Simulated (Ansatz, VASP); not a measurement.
Ir in VASP and in Ansatz

```
Ir
1.0
     0.00000    1.90541    1.90541
     1.90541    0.00000    1.90541
     1.90541    1.90541    0.00000
Ir
1
Direct
  0.00000 0.00000 0.00000
```

Alike in both runs: functional LDA; k mesh 18 × 18 × 18; occupations gaussian, width 0.1 eV; no spin polarisation.

Ansatz relaxed the structure, and its values are those at the end. VASP's run is a single point on that final structure, the one shown.

```csv
,VASP,Ansatz
version,VASP 6.6.1,Ansatz 0.2.0
potentials or method,"VASP PAW LDA potentials, release 64 (Ir), cutoff 520 eV","scalar-relativistic, plane waves, PAW"
valence electrons in the cell,9,17
```

```tsv
	VASP	Ansatz	Ansatz less VASP
gap on the k mesh at the Fermi level (eV)	none	none	-
pressure (GPa)	2.7	0.0	-2.61
```

Ansatz warns that its potentials were made for another functional, while VASP's fit it. LDA's correlation is that of Perdew and Zunger in VASP and of Perdew and Wang (1992) in Ansatz. A gap of «none» marks a metal or a gap that the smearing closes. VASP's potentials hold 9 valence electrons a cell and Ansatz's 17, so a difference there can come from the potentials and not from the codes.

Spin-orbit coupling is off throughout.
